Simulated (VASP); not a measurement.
# P (Cmce) in VASP: single point with r2SCAN+D3(BJ)

Aim: the single point of P with r2SCAN+D3(BJ).

Program: VASP 6.6.1. These are calculated values, not measurements. Logs are shortened: lines on timing, memory, paths and dates and some standing lists are left out, and cuts for length are marked.

## (1) The cell of the first run

It takes space group Cmce (No. 64, orthorhombic). Conventional cell: a = 3.296 Å, b = 10.614 Å, c = 4.442 Å, α = 90.00°, β = 90.00°, γ = 90.00°. Within 2.9 Å of P (site symmetry m) lie 3 P at 2.21 to 2.25 Å.

## (2) Single point, r2SCAN+D3(BJ)

Input file POSCAR:

```
P
1.0
    1.6480029981     -5.3069280921      0.0000000000
    1.6480029981      5.3069280921      0.0000000000
    0.0000000000      0.0000000000      4.4420895319
P
4
Direct
    0.9003202939      0.0996797061      0.0846179458
    0.5996797061      0.4003202939      0.5846179458
    0.0996797061      0.9003202939      0.9153820542
    0.4003202939      0.5996797061      0.4153820542
```

Input file INCAR.step1:

```
SYSTEM = P
  PREC = Accurate
  ENCUT = 520
  ISMEAR = 0
  SIGMA = 0.01
  LREAL = .FALSE.
  LASPH = .TRUE.
  NELM = 100
  NBANDS = 18
  GGA = PE
  ALGO = Normal
  EDIFF = 1E-4
  LWAVE = .TRUE.
  LCHARG = .FALSE.
```

Input file INCAR.step2:

```
SYSTEM = P
  PREC = Accurate
  ENCUT = 520
  EDIFF = 1E-7
  ISMEAR = 0
  SIGMA = 0.01
  LREAL = .FALSE.
  LASPH = .TRUE.
  NELM = 100
  ALGO = Normal
  ISIF = 2
  LWAVE = .FALSE.
  LCHARG = .TRUE.
  METAGGA = R2SCAN
  LMIXTAU = .TRUE.
  IVDW = 12
  VDW_S6 = 1.0
  VDW_S8 = 0.78981345
  VDW_A1 = 0.49484001
  VDW_A2 = 5.73083694
  LELF = .TRUE.
  LVHAR = .TRUE.
  NBANDS = 18
  ISTART = 1
```

Input file KPOINTS:

```
regular mesh
0
G
  12 12 8
  0 0 0
```

Potentials or basis: VASP PAW PBE potentials, release 64 (P).

The run is started by

```bash
$ cat potpaw_PBE.64/P/POTCAR > POTCAR
$ cp INCAR.step1 INCAR
$ mpirun -np 1 vasp_std > vasp.out
$ cp INCAR.step2 INCAR
$ mpirun -np 1 vasp_std > vasp.out
```

OUTCAR:

```text
SYSTEM = P
   PREC = Accurate
   ENCUT = 520
   EDIFF = 1E-7
   ISMEAR = 0
   LREAL = .FALSE.
   LASPH = .TRUE.
   NELM = 100
   ISIF = 2
   METAGGA = R2SCAN
   IVDW = 12
   ISTART = 1
 IVDW          = 12

 ion  position               nearest neighbor table
   1  0.900  0.100  0.085-   4 2.21   4 2.21   3 2.25
   2  0.600  0.400  0.585-   3 2.21   3 2.21   4 2.25
   3  0.100  0.900  0.915-   2 2.21   2 2.21   1 2.25
   4  0.400  0.600  0.415-   1 2.21   1 2.21   2 2.25

  LATTYP: Found a base centered orthorhombic cell.
 ALAT       =     3.2960059962
 B/A-ratio  =     3.2202174985
 C/A-ratio  =     1.3477188867

  Lattice vectors:

 A1 = (   1.6480029981,  -5.3069280921,   0.0000000000)
 A2 = (   1.6480029981,   5.3069280921,   0.0000000000)
 A3 = (   0.0000000000,   0.0000000000,   4.4420895319)

Analysis of symmetry for initial positions (statically):
=====================================================================
 Subroutine PRICEL returns:
 Original cell was already a primitive cell.

 Routine SETGRP: Setting up the symmetry group for a
 base centered orthorhombic supercell.

 Subroutine GETGRP returns: Found  8 space group operations
 (whereof  4 operations were pure point group operations)
 out of a pool of  8 trial point group operations.

The static configuration has the point symmetry C_2h.
 The point group associated with its full space group is D_2h.

Analysis of symmetry for dynamics (positions and initial velocities):
=====================================================================
 Subroutine PRICEL returns:
 Original cell was already a primitive cell.

 Routine SETGRP: Setting up the symmetry group for a
 base centered orthorhombic supercell.

 Subroutine GETGRP returns: Found  8 space group operations
 (whereof  4 operations were pure point group operations)
 out of a pool of  8 trial point group operations.

The dynamic configuration has the point symmetry C_2h.
 The point group associated with its full space group is D_2h.

 Subroutine INISYM returns: Found  8 space group operations
 (whereof  4 operations are pure point group operations),
 and found     1 'primitive' translations

----------------------------------------------------------------------------------------

                                     Primitive cell

  volume of cell :      77.6996

  direct lattice vectors                    reciprocal lattice vectors
[... 91 lines left out ...]
   EDIFF  = 0.1E-06   stopping-criterion for ELM
   LREAL  =      F    real-space projection
   EDIFFG = 0.1E-05   stopping-criterion for IOM
   NSW    =      0    number of steps for IOM
   IBRION =     -1    ionic relax: 0-MD 1-quasi-New 2-CG
   NFREE  =      0    steps in history (QN), initial steepest desc. (CG)
   ISIF   =      2    stress and relaxation
   ISYM   =      2    0-nonsym 1-usesym 2-fastsym
   POTIM  = 0.5000    time-step for ionic-motion
   TEBEG  =    0.0;   TEEND  =   0.0 temperature during run
   PSTRESS=    0.0 pullay stress
   NELECT =      20.0000    total number of electrons
   NUPDOWN=      -1.0000    fix difference up-down
   EMIN   =  10.00;   EMAX   =-10.00  energy-range for DOS
   EFERMI =   0.00;   METHOD = LEGACY
   ISMEAR =     0;   SIGMA  =   0.01  broadening in eV -4-tet -1-fermi 0-gaus
   EFERMI_NEDOS =   21; number of points for ismear=-14 and -15
   IALGO  =     38    algorithm
   IMIX   =      4    mixing-type and parameters
     AMIX     =   0.40;   BMIX     =  1.00
     AMIX_MAG =   1.60;   BMIX_MAG =  1.00
  volume/ion in A,a.u.               =      19.42       131.09
  Fermi-wavevector in a.u.,A,eV,Ry     =   1.041387  1.967935 14.755329  1.084486
  Thomas-Fermi vector in A             =   2.176005
   LORBIT       =      0    0 simple, 1 ext, 2 COOP (PROOUT), +10 PAW based schemes
   METAGGA = R2SCAN    functional components
   LHFCALC =     F    Hartree Fock is set to
   AEXX    =    0.0000 exact exchange contribution
   IVDW    =    12    specifies the selected vdW correction
   LEPSILON=     F    determine dielectric tensor
   LRPA    =     F    only Hartree local field effects (RPA)
 non-spin polarized calculation
 Gauss-broadening in eV      SIGMA  =   0.01
  energy-cutoff  :      520.00
  volume of cell :       77.70
 maximum number of plane-waves:      2113
 NGX is ok and might be reduce to    42
   NGX = 21   NGY = 21   NGZ = 17

 number of electron      20.0000000 magnetization

 Free energy of the ion-electron system (eV)
  ---------------------------------------------------
  ext. energy  EPLUGINS =         0.00000000
  ---------------------------------------------------
  free energy    TOTEN  =       -35.90337117 eV

  energy without entropy =      -35.90336996  energy(sigma->0) =      -35.90337056

 E-fermi :   6.5019     XC(G=0): -10.1616

 val. band max:        6.4874232985   @ k =   0.5000   0.5000   0.0000
 cond. band min:       6.5163152390   @ k =   0.5000   0.5000   0.0000
 fundamental gap:      0.0288919405
 Fermi energy:         6.5018692727

 k-point     1 :       0.0000    0.0000    0.0000
  band No.  band energies     occupation
      1     -10.3550      2.00000
      2      -7.3042      2.00000
      3      -3.7931      2.00000
      4      -0.9313      2.00000
      5       1.2051      2.00000
      6       1.4262      2.00000
[... 481 lines left out ...]
      5       0.0983      2.00000
      6       0.1401      2.00000
[... 10 lines left out ...]
     17      12.1680      0.00000
     18      12.6741      0.00000

 [... further k-points ...]

------------------------ aborting loop because EDIFF is reached ----------------------------------------

 Edisp (eV)   -0.67488

 E8    (eV) :    -0.1916

  FORCE on cell =-STRESS in cart. coord.  units (eV):
  Direction    XX          YY          ZZ          XY          YZ          ZX
  --------------------------------------------------------------------------------------
  -------------------------------------------------------------------------------------
  Total      -0.34514    -0.28698    -0.34358     0.00000     0.00000     0.00000
  in kB      -7.11680    -5.91749    -7.08473     0.00000     0.00000     0.00000
  external pressure =       -6.71 kB  Pullay stress =        0.00 kB

 VOLUME and BASIS-vectors are now :
 -----------------------------------------------------------------------------
  energy-cutoff  :      520.00
  volume of cell :       77.70
      direct lattice vectors                 reciprocal lattice vectors
     1.648002998 -5.306928092  0.000000000     0.303397506 -0.094216464  0.000000000
     1.648002998  5.306928092  0.000000000     0.303397506  0.094216464  0.000000000
     0.000000000  0.000000000  4.442089532     0.000000000  0.000000000  0.225119281

 POSITION                                       TOTAL-FORCE (eV/Angst)
 -----------------------------------------------------------------------------------
      1.64800     -4.24894      0.37588         0.000000     -0.062346      0.080163
      1.64800     -1.05799      2.59693         0.000000      0.062346      0.080163
      1.64800      4.24894      4.06621         0.000000      0.062346     -0.080163
      1.64800      1.05799      1.84516         0.000000     -0.062346     -0.080163
 -----------------------------------------------------------------------------------
    total drift:                                0.000000      0.000000     -0.000000

  FREE ENERGIE OF THE ION-ELECTRON SYSTEM (eV)
  ---------------------------------------------------
  free  energy   TOTEN  =       -36.5782474409 eV

  energy  without entropy=      -36.5782462256  energy(sigma->0) =      -36.57824683
```

OSZICAR.step1:

```text
N       E                     dE             d eps       ncg     rms          rms(c)
DAV:   1     0.572737830059E+02    0.57274E+02   -0.82631E+03  7740   0.940E+02
DAV:   2    -0.179544551978E+02   -0.75228E+02   -0.72061E+02 10248   0.150E+02
DAV:   3    -0.216008099448E+02   -0.36464E+01   -0.36202E+01 10344   0.333E+01
DAV:   4    -0.216398057401E+02   -0.38996E-01   -0.38964E-01  9996   0.413E+00
DAV:   5    -0.216404922332E+02   -0.68649E-03   -0.68640E-03  9982   0.524E-01    0.104E+01
DAV:   6    -0.215242803342E+02    0.11621E+00   -0.61242E-02  9216   0.129E+00    0.619E+00
DAV:   7    -0.214766772221E+02    0.47603E-01   -0.11002E-01  9296   0.176E+00    0.294E-01
DAV:   8    -0.214766903400E+02   -0.13118E-04   -0.11602E-02  8706   0.613E-01    0.141E-01
DAV:   9    -0.214767723790E+02   -0.82039E-04   -0.46001E-04  9748   0.129E-01
   1 F= -.21476772E+02 E0= -.21476772E+02  d E =-.114415E-10
```

Wall time 26 min (1 thread of Intel Xeon 8259CL, shared host); peak memory 0.39 GiB.

What came out:

```
Free energy                : -36.5782 eV
Pressure                   : -0.7 GPa
Largest force              : 0.102 eV/Å
Band gap on the k mesh     : 0.03 eV
Dispersion energy per atom : -0.169 eV
```

Forces in eV/Å, atoms in the order of the input:
```
P    0.000 -0.062  0.080
P    0.000  0.062  0.080
P    0.000  0.062 -0.080
P    0.000 -0.062 -0.080
```

Stress tensor (GPa, compression positive):
```
-0.71  0.00  0.00
 0.00 -0.59  0.00
 0.00  0.00 -0.71
```

Levels at points of the mesh, in eV from the valence-band top:
```
           k point  band 6  band 7  band 8  band 9  band 10  band 11  band 12  band 13  band 14  band 15
(0.00, 0.00, 0.00)   -5.06   -4.47   -3.15   -2.93    -1.56     0.58     1.17     2.01     3.01     5.56
(0.50, 0.00, 0.00)   -5.92   -3.72   -3.72   -2.93    -2.93     0.80     0.80     1.36     1.36     3.43
(0.50, 0.50, 0.00)   -5.84   -4.62   -2.68   -1.83     0.00     0.03     0.81     2.34     2.84     5.69
(0.00, 0.00, 0.50)   -5.01   -3.61   -3.61   -1.68    -1.68     1.57     1.57     2.79     2.79     4.95
(0.50, 0.00, 0.50)   -6.14   -5.81   -5.81   -2.17    -2.17     1.71     1.71     3.83     3.83     5.51
(0.50, 0.50, 0.50)   -3.65   -2.99   -2.99   -1.99    -1.99     1.49     1.49     2.72     2.72     3.15
```

Caveat: the PAW data sets were made with another functional, which shifts forces and pressure a little. A k mesh can miss the band edges.
